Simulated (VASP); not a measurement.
Input of a VASP 6.6.1 run:

File INCAR:

```
SYSTEM = In3Se
PREC = Accurate ; ENCUT = 520
EDIFF = 1E-6 ; ISMEAR = 0
SIGMA = 0.4 ; LREAL = .False.
LASPH = .True. ; NELM = 60
ALGO = Normal ; ISIF = 2
LWAVE = .False. ; LCHARG = .True.
GGA = PS ; LELF = .True.
LVHAR = .True. ; NBANDS = 30
```

KPOINTS

```
regular mesh
0
Gamma
  5 5 5
  0 0 0
```

File POSCAR:

```
In3Se
1.0
    4.8037580000      0.0000000000      0.0000000000
    0.0000000000      4.8037580000      0.0000000000
    0.0000000000      0.0000000000      4.8037580000
In Se
3 1
Direct
    0.0000000000      0.5000000000      0.5000000000
    0.5000000000      0.0000000000      0.5000000000
    0.5000000000      0.5000000000      0.0000000000
    0.0000000000      0.0000000000      0.0000000000
```

Potentials or basis: VASP PAW PBE potentials, release 64 (In_d, Se).

The run is started by

```sh
$ cat potpaw_PBE.64/In_d/POTCAR potpaw_PBE.64/Se/POTCAR > POTCAR
$ mpirun -np 1 vasp_std > vasp.out
```

Problem. What does it give for the pressure?

Solution. -2.7 GPa.

Caveat: the PAW data sets were made with another functional, which shifts forces and pressure a little.
